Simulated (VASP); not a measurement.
# Co (P6_3/mmc) in VASP: further runs

Co is run at these levels: revPBE; tasks: single point.

Program: VASP 6.6.1. These are calculated values, not measurements. Logs are shortened: lines on timing, memory, paths and dates and some standing lists are left out, and cuts for length are marked.

## 1. The cell of the first run

The structure is hexagonal, space group P6_3/mmc (No. 194). The conventional cell has a = 2.463 Å, b = 2.463 Å, c = 8.018 Å, α = 90.00°, β = 90.00°, γ = 120.00°. Co (site symmetry -3m) has 12 Co at 2.46 Å within 3.2 Å. Co (site symmetry -6m2) has 12 Co at 2.46 Å within 3.2 Å.

## 2. Single point, revPBE

Input file INCAR:

```
SYSTEM = Co
ALGO = Normal
EDIFF = 1E-7
ENCUT = 520
GGA = RE
ISIF = 2
ISMEAR = -1
LASPH = .TRUE.
LCHARG = .FALSE.
LREAL = .FALSE.
LWAVE = .FALSE.
NBANDS = 26
NELM = 60
PREC = Accurate
SIGMA = 0.1
```

Input file KPOINTS:

```
k-points
0
G
  14 14 4
  0 0 0
```

Input file POSCAR:

```
Co
1.0
    2.4630277877      0.0000000000      0.0000000000
   -1.2315138939      2.1330446344      0.0000000000
    0.0000000000      0.0000000000      8.0175171587
Co
4
Direct
    0.0000000000      0.0000000000      1.0000000000
    0.0000000000      0.0000000000      0.5000000000
    0.3333333333      0.6666666667      0.2500000000
    0.6666666667      0.3333333333      0.7500000000
```

Potentials or basis: VASP PAW PBE potentials, release 64 (Co).

The run is started by

```sh
> cat potpaw_PBE.64/Co/POTCAR > POTCAR
> mpirun -np 1 vasp_std > vasp.out
```

OUTCAR:

```text
SYSTEM = Co
   EDIFF = 1E-7
   ENCUT = 520
   GGA = RE
   ISIF = 2
   ISMEAR = -1
   LASPH = .TRUE.
   LREAL = .FALSE.
   NELM = 60
   PREC = Accurate

 ion  position               nearest neighbor table
   1  0.000  0.000  0.000-   3 2.46   4 2.46   4 2.46   3 2.46   4 2.46   3 2.46
   2  0.000  0.000  0.500-   3 2.46   4 2.46   4 2.46   3 2.46   4 2.46   3 2.46
   3  0.333  0.667  0.250-   1 2.46   2 2.46   1 2.46   2 2.46   1 2.46   2 2.46
   4  0.667  0.333  0.750-   1 2.46   2 2.46   1 2.46   2 2.46   1 2.46   2 2.46

  LATTYP: Found a hexagonal cell.
 ALAT       =     2.4630277877
 C/A-ratio  =     3.2551468557

  Lattice vectors:

 A1 = (   2.4630277877,   0.0000000000,   0.0000000000)
 A2 = (  -1.2315138939,   2.1330446344,   0.0000000000)
 A3 = (   0.0000000000,   0.0000000000,   8.0175171587)

Analysis of symmetry for initial positions (statically):
=====================================================================
 Subroutine PRICEL returns:
 Original cell was already a primitive cell.

 Routine SETGRP: Setting up the symmetry group for a
 hexagonal supercell.

 Subroutine GETGRP returns: Found 24 space group operations
 (whereof 12 operations were pure point group operations)
 out of a pool of 24 trial point group operations.

The static configuration has the point symmetry D_3d.
 The point group associated with its full space group is D_6h.

Analysis of symmetry for dynamics (positions and initial velocities):
=====================================================================
 Subroutine PRICEL returns:
 Original cell was already a primitive cell.

 Routine SETGRP: Setting up the symmetry group for a
 hexagonal supercell.

 Subroutine GETGRP returns: Found 24 space group operations
 (whereof 12 operations were pure point group operations)
 out of a pool of 24 trial point group operations.

The dynamic configuration has the point symmetry D_3d.
 The point group associated with its full space group is D_6h.

 Subroutine INISYM returns: Found 24 space group operations
 (whereof 12 operations are pure point group operations),
 and found     1 'primitive' translations

----------------------------------------------------------------------------------------

                                     Primitive cell

  volume of cell :      42.1220

  direct lattice vectors                    reciprocal lattice vectors
     2.463027788  0.000000000  0.000000000     0.406004352  0.234406722  0.000000000
    -1.231513894  2.133044634  0.000000000     0.000000000  0.468813443  0.000000000
     0.000000000  0.000000000  8.017517159     0.000000000  0.000000000  0.124726892

  length of vectors
     2.463027788  2.463027788  8.017517159     0.468813443  0.468813443  0.124726892

  position of ions in fractional coordinates (direct lattice)
     0.000000000  0.000000000  0.000000000
     0.000000000  0.000000000  0.500000000
     0.333333333  0.666666667  0.250000000
     0.666666667  0.333333333  0.750000000

  ion indices of the primitive-cell ions
   primitive index   ion index
                 1           1
                 2           2
                 3           3
                 4           4

----------------------------------------------------------------------------------------

 KPOINTS: k-points

Automatic generation of k-mesh.
 Grid dimensions read from file:
 generate k-points for:   14   14    4

 Generating k-lattice:

  Cartesian coordinates                     Fractional coordinates (reciprocal lattice)
     0.029000311  0.016743337  0.000000000     0.071428571  0.000000000  0.000000000
     0.000000000  0.033486675  0.000000000     0.000000000  0.071428571  0.000000000
     0.000000000  0.000000000  0.031181723     0.000000000  0.000000000  0.250000000

  Length of vectors
     0.033486675  0.033486675  0.031181723

  Shift w.r.t. Gamma in fractional coordinates (k-lattice)
     0.000000000  0.000000000  0.000000000

 Subroutine IBZKPT returns following result:
 ===========================================

 Found     72 irreducible k-points:

 Following reciprocal coordinates:
            Coordinates               Weight
  0.000000  0.000000  0.000000      1.000000
  0.071429 -0.000000  0.000000      6.000000
  0.142857 -0.000000  0.000000      6.000000
  0.214286 -0.000000  0.000000      6.000000
  0.285714 -0.000000  0.000000      6.000000
  0.357143 -0.000000  0.000000      6.000000
[... 16 lines left out ...]
  0.285714  0.285714  0.000000      6.000000
  0.357143  0.285714  0.000000      6.000000
 [... further k-points ...]
   k-points           NKPTS =     72   k-points in BZ     NKDIM =     72   number of bands    NBANDS=     26
   number of dos      NEDOS =    301   number of ions     NIONS =      4
   total plane-waves  NPLWV =  19440
   dimension x,y,z NGX =    18 NGY =   18 NGZ =   60
   dimension x,y,z NGXF=    36 NGYF=   36 NGZF=  120
   ions per type =               4
   NGX,Y,Z   is equivalent  to a cutoff of  12.15, 12.15, 12.44 a.u.
   NGXF,Y,Z  is equivalent  to a cutoff of  24.30, 24.30, 24.88 a.u.
 SYSTEM =  Co
   PREC   = accura    normal or accurate (medium, high low for compatibility)
   ISTART =      0    job   : 0-new  1-cont  2-samecut
   ICHARG =      2    charge: 1-file 2-atom 10-const
   ISPIN  =      1    spin polarized calculation?
   LNONCOLLINEAR =      F non collinear calculations
   LSORBIT =      F    spin-orbit coupling
   LASPH  =      T    aspherical Exc in radial PAW
   ENCUT  =  520.0 eV  38.22 Ry    6.18 a.u.   4.58  4.58 14.91*2*pi/ulx,y,z
   NELM   =     60;   NELMIN=  2; NELMDL= -5     # of ELM steps
   EDIFF  = 0.1E-06   stopping-criterion for ELM
   LREAL  =      F    real-space projection
   EDIFFG = 0.1E-05   stopping-criterion for IOM
   NSW    =      0    number of steps for IOM
   IBRION =     -1    ionic relax: 0-MD 1-quasi-New 2-CG
   NFREE  =      0    steps in history (QN), initial steepest desc. (CG)
   ISIF   =      2    stress and relaxation
   ISYM   =      2    0-nonsym 1-usesym 2-fastsym
   POTIM  = 0.5000    time-step for ionic-motion
   TEBEG  =    0.0;   TEEND  =   0.0 temperature during run
   PSTRESS=    0.0 pullay stress
   NELECT =      36.0000    total number of electrons
   NUPDOWN=      -1.0000    fix difference up-down
   EMIN   =  10.00;   EMAX   =-10.00  energy-range for DOS
   EFERMI =   0.00;   METHOD = LEGACY
   ISMEAR =    -1;   SIGMA  =   0.10  broadening in eV -4-tet -1-fermi 0-gaus
   EFERMI_NEDOS =   21; number of points for ismear=-14 and -15
   IALGO  =     38    algorithm
   IMIX   =      4    mixing-type and parameters
     AMIX     =   0.40;   BMIX     =  1.00
     AMIX_MAG =   1.60;   BMIX_MAG =  1.00
  volume/ion in A,a.u.               =      10.53        71.06
  Fermi-wavevector in a.u.,A,eV,Ry     =   1.553600  2.935879 32.840025  2.413674
  Thomas-Fermi vector in A             =   2.657808
   LORBIT       =      0    0 simple, 1 ext, 2 COOP (PROOUT), +10 PAW based schemes
   GGA     = RE    functional components
   LHFCALC =     F    Hartree Fock is set to
   AEXX    =    0.0000 exact exchange contribution
   IVDW    =     0    specifies the selected vdW correction
   LEPSILON=     F    determine dielectric tensor
   LRPA    =     F    only Hartree local field effects (RPA)
 non-spin polarized calculation
  energy-cutoff  :      520.00
  volume of cell :       42.12
 maximum number of plane-waves:      1156
   NGX =  9   NGY =  9   NGZ = 29

 number of electron      35.9999962 magnetization

 Free energy of the ion-electron system (eV)
  ---------------------------------------------------
  ext. energy  EPLUGINS =         0.00000000
  ---------------------------------------------------
  free energy    TOTEN  =       -25.72061515 eV

  energy without entropy =      -25.38433164  energy(sigma->0) =      -25.55247340

 E-fermi :  10.6560     XC(G=0): -13.5198

 val. band max:       10.6492735303   @ k =   0.2143   0.1429   0.2500
 cond. band min:      10.6574031190   @ k =   0.2857  -0.0000   0.2500
 fundamental gap:      0.0081295886
 Fermi energy:        10.6560167586

 k-point     1 :       0.0000    0.0000    0.0000
  band No.  band energies     occupation
      1       1.6895      2.00000
      2       3.9924      2.00000
      3       3.9942      2.00000
      4       5.9299      2.00000
      5       8.3650      2.00000
      6       8.3746      2.00000
[... 18 lines left out ...]
     25      17.7406      0.00000
     26      26.1514      0.00000

 k-point     2 :       0.0714   -0.0000    0.0000
  band No.  band energies     occupation
      1       1.8738      2.00000
      2       4.1515      2.00000
      3       4.1535      2.00000
      4       6.0525      2.00000
      5       8.2448      2.00000
      6       8.3143      2.00000
[... 18 lines left out ...]
     25      17.7616      0.00000
     26      26.2748      0.00000

 k-point     3 :       0.1429   -0.0000    0.0000
  band No.  band energies     occupation
      1       2.4132      2.00000
      2       4.5988      2.00000
      3       4.6014      2.00000
      4       6.3821      2.00000
      5       8.0039      2.00000
      6       8.1653      2.00000
[... 18 lines left out ...]
     25      17.8368      0.00000
     26      26.6354      0.00000

 k-point     4 :       0.2143   -0.0000    0.0000
  band No.  band energies     occupation
      1       3.2612      2.00000
      2       5.2216      2.00000
      3       5.2255      2.00000
      4       6.7741      2.00000
      5       7.7890      2.00000
      6       7.8723      2.00000
[... 18 lines left out ...]
     25      17.9926      0.00000
     26      25.4308      0.00000
[... 496 lines left out ...]
      1       6.6156      2.00000
      2       6.6500      2.00000
      3       7.0188      2.00000
      4       7.2570      2.00000
      5       7.3333      2.00000
      6       7.4139      2.00000
[... 18 lines left out ...]
     25      19.0038      0.00000
     26      19.0926      0.00000

 k-point    23 :       0.2857    0.2857    0.0000
  band No.  band energies     occupation
      1       6.9685      2.00000
      2       6.9867      2.00000
      3       7.0410      2.00000
      4       7.0859      2.00000
      5       7.3107      2.00000
      6       7.3726      2.00000
[... 18 lines left out ...]
     25      18.0437      0.00000
     26      19.6377      0.00000

 k-point    24 :       0.3571    0.2857    0.0000
  band No.  band energies     occupation
      1       6.9825      2.00000
      2       7.0803      2.00000
      3       7.2592      2.00000
      4       7.2780      2.00000
      5       7.3897      2.00000
      6       7.4393      2.00000
[... 18 lines left out ...]
     25      17.6855      0.00000
     26      18.4510      0.00000

 [... further k-points ...]

------------------------ aborting loop because EDIFF is reached ----------------------------------------

  FORCE on cell =-STRESS in cart. coord.  units (eV):
  Direction    XX          YY          ZZ          XY          YZ          ZX
  --------------------------------------------------------------------------------------
  -------------------------------------------------------------------------------------
  Total       -0.1580611     -0.1580611     -0.1661891      0.0000000      0.0000000     -0.0000000
  in kB       -6.0121023     -6.0121023     -6.3212637      0.0000000      0.0000000     -0.0000000
  external PRESSURE =      -6.1151561 kB  Pullay stress =       0.0000000 kB

 VOLUME and BASIS-vectors are now :
 -----------------------------------------------------------------------------
  energy-cutoff  :      520.00
  volume of cell :       42.12
      direct lattice vectors                 reciprocal lattice vectors
     2.463027788  0.000000000  0.000000000     0.406004352  0.234406722  0.000000000
    -1.231513894  2.133044634  0.000000000     0.000000000  0.468813443  0.000000000
     0.000000000  0.000000000  8.017517159     0.000000000  0.000000000  0.124726892

 POSITION                                       TOTAL-FORCE (eV/Angst)
 -----------------------------------------------------------------------------------
      0.00000      0.00000      0.00000        -0.000000      0.000000     -0.000000
      0.00000      0.00000      4.00876        -0.000000      0.000000     -0.000000
     -0.00000      1.42203      2.00438        -0.000000     -0.000000      0.000000
      1.23151      0.71101      6.01314         0.000000      0.000000     -0.000000
 -----------------------------------------------------------------------------------
    total drift:                                0.000000     -0.000000      0.000000

  FREE ENERGIE OF THE ION-ELECTRON SYSTEM (eV)
  ---------------------------------------------------
  free  energy   TOTEN  =       -25.7206151539 eV

  energy  without entropy=      -25.3843316407  energy(sigma->0) =      -25.55247340
```

Wall time 40 s (1 thread of Intel Xeon 6975P-C (Granite Rapids), shared host); peak memory 0.18 GiB.

Results:

* Free energy: -25.7206 eV
* Pressure: -0.6 GPa
* Band gap on the k mesh: zero (band 18 reaches 11.12 eV, above the bottom of band 19 at 9.98 eV)

Caveat: the PAW data sets were made with another functional, which shifts forces and pressure a little; the run has no spin polarisation, though such a crystal can be magnetic. Spin polarisation is off, so any magnetic state and its effect on volume and gap are missing.

## 3. Single point, revPBE (volume scaled by 0.88)

Input file INCAR:

```
ALGO = Normal ; EDIFF = 1E-6
ENCUT = 520 ; GGA = RE
ISIF = 2 ; ISMEAR = -1
LASPH = True ; LCHARG = True
LELF = True ; LREAL = False
LVHAR = True ; LWAVE = False
NBANDS = 26 ; NELM = 100
PREC = Accurate ; SIGMA = 0.1
```

Input file KPOINTS:

```
k-points
0
Gamma
  16 16 5
```

Input file POSCAR:

```
Co
1.0
    2.3602800501      0.0000000000      0.0000000000
   -1.1801400251      2.0440624834      0.0000000000
    0.0000000000      0.0000000000      7.6830581837
Co
4
Direct
    0.0000000000      0.0000000000      1.0000000000
    0.0000000000      0.0000000000      0.5000000000
    0.3333333333      0.6666666667      0.2500000000
    0.6666666667      0.3333333333      0.7500000000
```

Potentials or basis: VASP PAW PBE potentials, release 64 (Co).

The run is started by

```sh
> cat potpaw_PBE.64/Co/POTCAR > POTCAR
> mpirun -np 1 vasp_std > vasp.out
```

It took 47 s on 1 thread of Intel Xeon 6975P-C (Granite Rapids), shared host; peak memory 0.19 GiB.

It converged, with:

```yaml
Free_energy: -25.1873 eV
Pressure: 39.2 GPa
Band_gap_on_the_k_mesh: zero (band 18 reaches 13.24 eV, above the bottom of band 19 at 12.01 eV)
```

Stress tensor (GPa, compression positive):
```
39.12  0.00  0.00
 0.00 39.12  0.00
 0.00  0.00 39.50
```

Levels at points of the mesh, in eV from the Fermi level:
| k point | band 15 | band 16 | band 17 | band 18 | band 19 | band 20 |
| --- | --- | --- | --- | --- | --- | --- |
| (0.00, 0.00, 0.00) | -1.89 | -1.00 | -1.00 | -0.56 | -0.56 | -0.24 |
| (0.50, 0.00, 0.00) | 0.38 | 0.42 | 0.45 | 0.47 | 0.56 | 0.57 |

Caveat: the PAW data sets were made with another functional, which shifts forces and pressure a little; the run has no spin polarisation, though such a crystal can be magnetic.

## 4. Single point, revPBE

Input file INCAR:

```
SYSTEM = Co
ALGO     = Normal         ! electronic algorithm
EDIFF    = 1E-7           ! SCF threshold, eV
ENCUT    = 520            ! plane-wave cutoff, eV
GGA      = RE             ! functional
ISIF     = 2              ! what is computed and relaxed
ISMEAR   = -1             ! smearing method
LASPH    = .TRUE.         ! aspherical terms in the spheres
LCHARG   = .FALSE.        ! write CHGCAR
LREAL    = .FALSE.        ! projectors in reciprocal space
LWAVE    = .FALSE.        ! write WAVECAR
NBANDS   = 26             ! bands
NELM     = 60             ! most SCF steps
PREC     = Accurate       ! precision mode
SIGMA    = 0.1            ! smearing width, eV
```

Input file KPOINTS:

```
k-points
0
G
  16 16 5
  0 0 0
```

Input file POSCAR:

```
Co
1.0
    2.4630277877      0.0000000000      0.0000000000
   -1.2315138939      2.1330446344      0.0000000000
    0.0000000000      0.0000000000      8.0175171587
Co
4
Direct
    0.0000000000      0.0000000000      1.0000000000
    0.0000000000      0.0000000000      0.5000000000
    0.3333333333      0.6666666667      0.2500000000
    0.6666666667      0.3333333333      0.7500000000
```

The run is started by

```sh
> cat potpaw_PBE.64/Co/POTCAR > POTCAR
> mpirun -np 1 vasp_std > vasp.out
```

It took 50 s on 1 thread of Intel Xeon 6975P-C (Granite Rapids), shared host; peak memory 0.2 GiB.

It converged, with:

* Free energy: -25.7233 eV
* Pressure: -0.6 GPa
* Band gap on the k mesh: zero (band 18 reaches 11.12 eV, above the bottom of band 19 at 10.04 eV)

Levels at points of the mesh, in eV from the Fermi level:
```tsv
k point	band 15	band 16	band 17	band 18	band 19	band 20
(0.00, 0.00, 0.00)	-1.56	-0.82	-0.82	-0.46	-0.46	-0.18
(0.50, 0.00, 0.00)	0.31	0.35	0.37	0.46	0.47	0.49
```

Caveat: the PAW data sets were made with another functional, which shifts forces and pressure a little; the run has no spin polarisation, though such a crystal can be magnetic. Spin polarisation is off, so any magnetic state and its effect on volume and gap are missing.

(Part 1 of 2 ends here.)
